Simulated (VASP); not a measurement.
# CO2 (I-42d) in VASP: a series of runs

The runs below take CO2 through single point, with PBE.

All numbers are computed with VASP 6.6.1; they aren't measurements. Logs are shortened: lines on timing, memory, paths and dates and some standing lists are left out, and cuts for length are marked.

### 1 The cell of the first run

Symmetry: I-42d, No. 122, tetragonal system. Conventional cell: a = 3.965 Å, b = 3.965 Å, c = 5.982 Å, α = 90.00°, β = 90.00°, γ = 90.00°. Within 1.9 Å of C (site symmetry -4) lie 4 O at 1.40 Å. O (site symmetry 2) has 2 C at 1.40 Å within 1.9 Å.

### 2 Single point, PBE

Contents of INCAR:

```
ALGO = Normal
EDIFF = 1E-6
ENCUT = 910
GGA = PE
GGA_COMPAT = False
ISIF = 2
ISMEAR = 0
LASPH = True
LCHARG = True
LELF = True
LREAL = False
LVHAR = True
LWAVE = False
NBANDS = 25
NELM = 120
PREC = Accurate
SIGMA = 0.02
```

Contents of KPOINTS:

```
k-points
0
Gamma
  8 8 8
```

Contents of POSCAR:

```
CO2
1.0
   -1.9824856077      1.9824856077      2.9912364005
    1.9824856077     -1.9824856077      2.9912364005
    1.9824856077      1.9824856077     -2.9912364005
C O
2 4
Direct
    0.0000000000      0.0000000000      0.0000000000
    0.7500000000      0.2500000000      0.5000000000
    0.3750000000      0.2893001686      0.4143001686
    0.7106998314      0.1250000000      0.0856998314
    0.8750000000      0.9606998314      0.5856998314
    0.0393001686      0.6250000000      0.9143001686
```

Potentials or basis: VASP PAW PBE potentials, release 64 (C_h, O_h).

Started as:

```sh
$ cat potpaw_PBE.64/C_h/POTCAR potpaw_PBE.64/O_h/POTCAR > POTCAR
$ mpirun -np 1 vasp_std > vasp.out
```

OUTCAR:

```text
EDIFF = 1E-6
   ENCUT = 910
   GGA = PE
   ISIF = 2
   ISMEAR = 0
   LASPH = True
   LREAL = False
   NELM = 120
   PREC = Accurate

 ion  position               nearest neighbor table
   1  0.000  0.000  0.000-   6 1.40   4 1.40   5 1.40   3 1.40
   2  0.750  0.250  0.500-   3 1.40   4 1.40   5 1.40   6 1.40
   3  0.375  0.289  0.414-   2 1.40   1 1.40
   4  0.711  0.125  0.086-   1 1.40   2 1.40
   5  0.875  0.961  0.586-   1 1.40   2 1.40
   6  0.039  0.625  0.914-   1 1.40   2 1.40

  LATTYP: Found a body centered tetragonal cell.
 ALAT       =     3.9649712154
 C/A-ratio  =     1.5088313322

  Lattice vectors:

 A1 = (  -1.9824856077,   1.9824856077,   2.9912364005)
 A2 = (   1.9824856077,  -1.9824856077,   2.9912364005)
 A3 = (   1.9824856077,   1.9824856077,  -2.9912364005)

Analysis of symmetry for initial positions (statically):
=====================================================================
 Subroutine PRICEL returns:
 Original cell was already a primitive cell.

 Routine SETGRP: Setting up the symmetry group for a
 body centered tetragonal supercell.

 Subroutine GETGRP returns: Found  8 space group operations
 (whereof  4 operations were pure point group operations)
 out of a pool of 16 trial point group operations.

The static configuration has the point symmetry S_4 .
 The point group associated with its full space group is D_2d.

Analysis of symmetry for dynamics (positions and initial velocities):
=====================================================================
 Subroutine PRICEL returns:
 Original cell was already a primitive cell.

 Routine SETGRP: Setting up the symmetry group for a
 body centered tetragonal supercell.

 Subroutine GETGRP returns: Found  8 space group operations
 (whereof  4 operations were pure point group operations)
 out of a pool of 16 trial point group operations.

The dynamic configuration has the point symmetry S_4 .
 The point group associated with its full space group is D_2d.

 Subroutine INISYM returns: Found  8 space group operations
 (whereof  4 operations are pure point group operations),
 and found     1 'primitive' translations

----------------------------------------------------------------------------------------

                                     Primitive cell

  volume of cell :      47.0252

  direct lattice vectors                    reciprocal lattice vectors
    -1.982485608  1.982485608  2.991236401     0.000000000  0.252208641  0.167154960
     1.982485608 -1.982485608  2.991236401     0.252208641  0.000000000  0.167154960
     1.982485608  1.982485608 -2.991236401     0.252208641  0.252208641  0.000000000

  length of vectors
     4.099755306  4.099755306  4.099755306     0.302572271  0.302572271  0.356676880

  position of ions in fractional coordinates (direct lattice)
     0.000000000  0.000000000  0.000000000
     0.750000000  0.250000000  0.500000000
     0.375000000  0.289300169  0.414300169
     0.710699831  0.125000000  0.085699831
     0.875000000  0.960699831  0.585699831
     0.039300169  0.625000000  0.914300169

  ion indices of the primitive-cell ions
   primitive index   ion index
                 1           1
                 2           2
                 3           3
                 4           4
                 5           5
                 6           6

----------------------------------------------------------------------------------------

 KPOINTS: k-points

Automatic generation of k-mesh.
 Grid dimensions read from file:
 generate k-points for:    8    8    8

 Generating k-lattice:

  Cartesian coordinates                     Fractional coordinates (reciprocal lattice)
     0.000000000  0.031526080  0.020894370     0.125000000 -0.000000000  0.000000000
     0.031526080  0.000000000  0.020894370    -0.000000000  0.125000000  0.000000000
     0.031526080  0.031526080  0.000000000     0.000000000  0.000000000  0.125000000

  Length of vectors
     0.037821534  0.037821534  0.044584610

  Shift w.r.t. Gamma in fractional coordinates (k-lattice)
     0.000000000  0.000000000  0.000000000

 Subroutine IBZKPT returns following result:
 ===========================================

 Found     59 irreducible k-points:

 Following reciprocal coordinates:
            Coordinates               Weight
  0.000000  0.000000  0.000000      1.000000
  0.125000  0.000000 -0.000000      8.000000
  0.250000  0.000000 -0.000000      8.000000
  0.375000  0.000000 -0.000000      8.000000
  0.500000  0.000000 -0.000000      4.000000
  0.125000  0.125000 -0.000000      8.000000
[... 16 lines left out ...]
  0.250000  0.125000  0.125000     16.000000
  0.375000  0.125000  0.125000      8.000000
 [... further k-points ...]
   k-points           NKPTS =     59   k-points in BZ     NKDIM =     59   number of bands    NBANDS=     25
   number of dos      NEDOS =    301   number of ions     NIONS =      6
   total plane-waves  NPLWV =  64000
   dimension x,y,z NGX =    40 NGY =   40 NGZ =   40
   dimension x,y,z NGXF=    80 NGYF=   80 NGZF=   80
   ions per type =               2   4
   NGX,Y,Z   is equivalent  to a cutoff of  16.22, 16.22, 16.22 a.u.
   NGXF,Y,Z  is equivalent  to a cutoff of  32.44, 32.44, 32.44 a.u.
 SYSTEM =  unknown system
   PREC   = accura    normal or accurate (medium, high low for compatibility)
   ISTART =      0    job   : 0-new  1-cont  2-samecut
   ICHARG =      2    charge: 1-file 2-atom 10-const
   ISPIN  =      1    spin polarized calculation?
   LNONCOLLINEAR =      F non collinear calculations
   LSORBIT =      F    spin-orbit coupling
   LASPH  =      T    aspherical Exc in radial PAW
   ENCUT  =  910.0 eV  66.88 Ry    8.18 a.u.  10.08 10.08 10.08*2*pi/ulx,y,z
   NELM   =    120;   NELMIN=  2; NELMDL= -5     # of ELM steps
   EDIFF  = 0.1E-05   stopping-criterion for ELM
   LREAL  =      F    real-space projection
   EDIFFG = 0.1E-04   stopping-criterion for IOM
   NSW    =      0    number of steps for IOM
   IBRION =     -1    ionic relax: 0-MD 1-quasi-New 2-CG
   NFREE  =      0    steps in history (QN), initial steepest desc. (CG)
   ISIF   =      2    stress and relaxation
   ISYM   =      2    0-nonsym 1-usesym 2-fastsym
   POTIM  = 0.5000    time-step for ionic-motion
   TEBEG  =    0.0;   TEEND  =   0.0 temperature during run
   PSTRESS=    0.0 pullay stress
   NELECT =      32.0000    total number of electrons
   NUPDOWN=      -1.0000    fix difference up-down
   EMIN   =  10.00;   EMAX   =-10.00  energy-range for DOS
   EFERMI =   0.00;   METHOD = LEGACY
   ISMEAR =     0;   SIGMA  =   0.02  broadening in eV -4-tet -1-fermi 0-gaus
   EFERMI_NEDOS =   21; number of points for ismear=-14 and -15
   IALGO  =     38    algorithm
   IMIX   =      4    mixing-type and parameters
     AMIX     =   0.40;   BMIX     =  1.00
     AMIX_MAG =   1.60;   BMIX_MAG =  1.00
  volume/ion in A,a.u.               =       7.84        52.89
  Fermi-wavevector in a.u.,A,eV,Ry     =   1.439952  2.721114 28.211143  2.073461
  Thomas-Fermi vector in A             =   2.558750
   LORBIT       =      0    0 simple, 1 ext, 2 COOP (PROOUT), +10 PAW based schemes
   GGA     = PE    functional components
   LHFCALC =     F    Hartree Fock is set to
   AEXX    =    0.0000 exact exchange contribution
   IVDW    =     0    specifies the selected vdW correction
   LEPSILON=     F    determine dielectric tensor
   LRPA    =     F    only Hartree local field effects (RPA)
 non-spin polarized calculation
 Gauss-broadening in eV      SIGMA  =   0.02
  energy-cutoff  :      910.00
  volume of cell :       47.03
 maximum number of plane-waves:      2970
   NGX = 21   NGY = 21   NGZ = 21

 number of electron      32.0000006 magnetization

 Free energy of the ion-electron system (eV)
  ---------------------------------------------------
  ext. energy  EPLUGINS =         0.00000000
  ---------------------------------------------------
  free energy    TOTEN  =       -43.69546906 eV

  energy without entropy =      -43.69546906  energy(sigma->0) =      -43.69546906

 E-fermi :   3.1491     XC(G=0): -11.0952

 val. band max:        3.0584244658   @ k =   0.5000   0.5000   0.5000
 cond. band min:      10.7536398763   @ k =   0.0000   0.0000   0.0000
 fundamental gap:      7.6952154105
 Fermi energy:         3.1491178772

 k-point     1 :       0.0000    0.0000    0.0000
  band No.  band energies     occupation
      1     -20.8590      2.00000
      2     -15.8209      2.00000
      3     -15.8209      2.00000
      4     -15.1386      2.00000
      5     -11.4644      2.00000
      6      -6.5320      2.00000
[... 17 lines left out ...]
     24      18.2094      0.00000
     25      18.2094      0.00000

 k-point     2 :       0.1250    0.0000   -0.0000
  band No.  band energies     occupation
      1     -20.7589      2.00000
      2     -16.0512      2.00000
      3     -15.8464      2.00000
      4     -15.2744      2.00000
      5     -11.1411      2.00000
      6      -6.5183      2.00000
[... 17 lines left out ...]
     24      18.1157      0.00000
     25      18.3130      0.00000

 k-point     3 :       0.2500    0.0000   -0.0000
  band No.  band energies     occupation
      1     -20.4774      2.00000
      2     -16.7088      2.00000
      3     -15.8990      2.00000
      4     -15.4273      2.00000
      5     -10.4792      2.00000
      6      -6.5086      2.00000
[... 17 lines left out ...]
     24      17.8012      0.00000
     25      18.2786      0.00000

 k-point     4 :       0.3750    0.0000   -0.0000
  band No.  band energies     occupation
      1     -20.0978      2.00000
      2     -17.4347      2.00000
      3     -15.9402      2.00000
      4     -15.5225      2.00000
      5      -9.9199      2.00000
      6      -6.4801      2.00000
[... 17 lines left out ...]
     24      17.5885      0.00000
     25      17.9532      0.00000

 k-point     5 :       0.5000    0.0000   -0.0000
  band No.  band energies     occupation
      1     -19.8797      2.00000
      2     -17.7836      2.00000
      3     -15.9539      2.00000
      4     -15.5593      2.00000
      5      -9.7118      2.00000
      6      -6.4545      2.00000
[... 17 lines left out ...]
     24      17.4153      0.00000
     25      18.0442      0.00000

 k-point     6 :       0.1250    0.1250   -0.0000
  band No.  band energies     occupation
      1     -20.5974      2.00000
      2     -16.3850      2.00000
      3     -15.8912      2.00000
      4     -15.4572      2.00000
      5     -10.6713      2.00000
      6      -6.5980      2.00000
[... 17 lines left out ...]
     24      17.9932      0.00000
     25      18.2499      0.00000
[... 393 lines left out ...]
 k-point    21 :       0.5000    0.5000   -0.0000
  band No.  band energies     occupation
      1     -18.8876      2.00000
      2     -18.8876      2.00000
      3     -15.8645      2.00000
      4     -15.8645      2.00000
      5      -8.4246      2.00000
      6      -8.4246      2.00000
[... 17 lines left out ...]
     24      17.8191      0.00000
     25      18.0928      0.00000

 k-point    22 :       0.1250    0.1250    0.1250
  band No.  band energies     occupation
      1     -20.2217      2.00000
      2     -17.1809      2.00000
      3     -15.9472      2.00000
      4     -15.4951      2.00000
      5     -10.0414      2.00000
      6      -7.0610      2.00000
[... 17 lines left out ...]
     24      17.7223      0.00000
     25      18.5288      0.00000

 k-point    23 :       0.2500    0.1250    0.1250
  band No.  band energies     occupation
      1     -19.8390      2.00000
      2     -17.7752      2.00000
      3     -15.9921      2.00000
      4     -15.6097      2.00000
      5      -9.5021      2.00000
      6      -7.1625      2.00000
[... 17 lines left out ...]
     24      17.5631      0.00000
     25      18.1101      0.00000

 k-point    24 :       0.3750    0.1250    0.1250
  band No.  band energies     occupation
      1     -19.6045      2.00000
      2     -18.0937      2.00000
      3     -16.0054      2.00000
      4     -15.6580      2.00000
      5      -9.2674      2.00000
      6      -7.1874      2.00000
[... 17 lines left out ...]
     24      17.3595      0.00000
     25      18.1909      0.00000

 [... further k-points ...]

------------------------ aborting loop because EDIFF is reached ----------------------------------------

  FORCE on cell =-STRESS in cart. coord.  units (eV):
  Direction    XX          YY          ZZ          XY          YZ          ZX
  --------------------------------------------------------------------------------------
  -------------------------------------------------------------------------------------
  Total       -0.1664386     -0.1664386     -0.1946812      0.0000000      0.0000000      0.0000000
  in kB       -5.6706634     -5.6706634     -6.6329061      0.0000000      0.0000000      0.0000000
  external PRESSURE =      -5.9914110 kB  Pullay stress =       0.0000000 kB

 VOLUME and BASIS-vectors are now :
 -----------------------------------------------------------------------------
  energy-cutoff  :      910.00
  volume of cell :       47.03
      direct lattice vectors                 reciprocal lattice vectors
    -1.982485608  1.982485608  2.991236401     0.000000000  0.252208641  0.167154960
     1.982485608 -1.982485608  2.991236401     0.252208641  0.000000000  0.167154960
     1.982485608  1.982485608 -2.991236401     0.252208641  0.252208641  0.000000000

 POSITION                                       TOTAL-FORCE (eV/Angst)
 -----------------------------------------------------------------------------------
      0.00000      0.00000      0.00000         0.000000     -0.000000     -0.000000
      0.00000      1.98249      1.49562         0.000000     -0.000000     -0.000000
      0.65145      0.99124      0.74781         0.008739     -0.000000     -0.000000
     -0.99124      1.33104      2.24343         0.000000     -0.008739      0.000000
      1.33104      0.99124      3.73905        -0.008739     -0.000000      0.000000
      2.97373      0.65145     -0.74781        -0.000000      0.008739     -0.000000
 -----------------------------------------------------------------------------------
    total drift:                                0.000001      0.000001      0.000001

  FREE ENERGIE OF THE ION-ELECTRON SYSTEM (eV)
  ---------------------------------------------------
  free  energy   TOTEN  =       -43.6954690588 eV

  energy  without entropy=      -43.6954690588  energy(sigma->0) =      -43.69546906
```

Wall time 66 s (1 thread of AMD EPYC 9R45 (Zen 5), shared host); peak memory 0.27 GiB.

Results:

```
Free energy            : -43.6955 eV
Pressure               : -0.6 GPa
Largest force          : 0.009 eV/Å
Band gap on the k mesh : 7.70 eV (least direct gap 8.12 eV)
```

Forces in eV/Å, atoms in the order of the input:
```
C    0.000  0.000  0.000
C    0.000  0.000  0.000
O    0.009  0.000  0.000
O    0.000 -0.009  0.000
O   -0.009  0.000  0.000
O    0.000  0.009  0.000
```

Levels at points of the mesh, in eV from the valence-band top:
| k point | band 13 | band 14 | band 15 | band 16 | band 17 | band 18 | band 19 | band 20 |
| --- | --- | --- | --- | --- | --- | --- | --- | --- |
| (0.00, 0.00, 0.00) | -1.18 | -0.87 | -0.87 | -0.43 | 7.70 | 9.14 | 9.26 | 9.26 |
| (0.50, 0.00, 0.00) | -1.67 | -1.34 | -0.41 | 0.00 | 8.25 | 9.46 | 9.60 | 10.31 |
| (0.50, 0.50, 0.00) | -0.65 | -0.65 | -0.51 | -0.51 | 8.88 | 8.88 | 9.91 | 9.91 |
| (0.50, 0.50, 0.50) | -2.83 | -2.83 | 0.00 | 0.00 | 8.93 | 8.93 | 10.62 | 10.62 |

Caveat: the cutoff is under 1.25 times the usual one of these potentials, so pressure, stress and relaxed cells hold a basis-set (Pulay) error. As with any semilocal functional, this PBE gap is likely too small.

(Part 1 of 2 ends here.)
